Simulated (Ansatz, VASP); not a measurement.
**Two plane-wave programs on GaN**

Contents of POSCAR:

```
GaN
1.0
    0.0000000000      2.2489367673      2.1477346128
    2.2489367673      0.0000000000      2.1477346128
    2.2489367673      2.2489367673      0.0000000000
Ga N
1 1
Direct
    0.0000000000      0.0000000000      0.0000000000
    0.7500000000      0.7500000000      0.7500000000
```

Contents of INCAR.step1:

```
ALGO = Normal ; EDIFF = 1E-5
ENCUT = 910 ; GGA = PE
GGA_COMPAT = False ; ISMEAR = 0
LASPH = True ; LCHARG = False
LREAL = False ; LWAVE = True
NBANDS = 16 ; NELM = 120
PREC = Accurate ; SIGMA = 0.05
```

The input INCAR.step2:

```
ALGO = Normal ; EDIFF = 1E-6
ENCUT = 910 ; GGA_COMPAT = False
ISIF = 2 ; ISMEAR = 0
ISTART = 1 ; LASPH = True
LCHARG = False ; LMIXTAU = True
LREAL = False ; LWAVE = False
METAGGA = R2SCAN ; NBANDS = 16
NELM = 120 ; PREC = Accurate
SIGMA = 0.05
```

The input KPOINTS:

```
k-points
0
Gamma
  10 10 10
```

Input for Ansatz:

```yaml
crystal:
  lattice:
    - [0.0, 2.2489367673, 2.1477346128]
    - [2.2489367673, 0.0, 2.1477346128]
    - [2.2489367673, 2.2489367673, 0.0]
  atoms:
    - { symbol: Ga, position: [0.0, 0.0, 0.0] }
    - { symbol: "N", position: [0.75, 0.75, 0.75] }
basis:
  ecutwfc: 500
kpoints:
  mp_grid: { grid: [10, 10, 10] }
hamiltonian:
  xc: r2scan
scf:
  occupations: { method: gaussian, width: 0.05 }
output:
  forces: true
  stress: true
  eigenvalues: true
```

Change from the starting cell: strain -0.0450 x Voigt [0, 0, 1, 0, 0, 0], atoms carried along.

Alike in both runs: task single point; functional r2SCAN; k mesh 10 × 10 × 10; occupations gaussian, width 0.05 eV; no spin polarisation.

```csv
,VASP,Ansatz
version,VASP 6.6.1,Ansatz 0.2.0
potentials or method,"VASP PAW PBE potentials, release 64 (Ga_d, N_h), cutoff 910 eV","scalar-relativistic, plane waves, PAW"
valence electrons in the cell,18,18
```

```tsv
	VASP	Ansatz	Ansatz less VASP
gap on the k mesh at the Fermi level (eV)	2.33	2.34	+0.014
least direct gap on the mesh (eV)	2.33	2.34	+0.014
```

VASP's potentials were made for PBE, not for r2SCAN.

Noted on VASP's run: the cutoff is short for stress, so the pressure is rough.
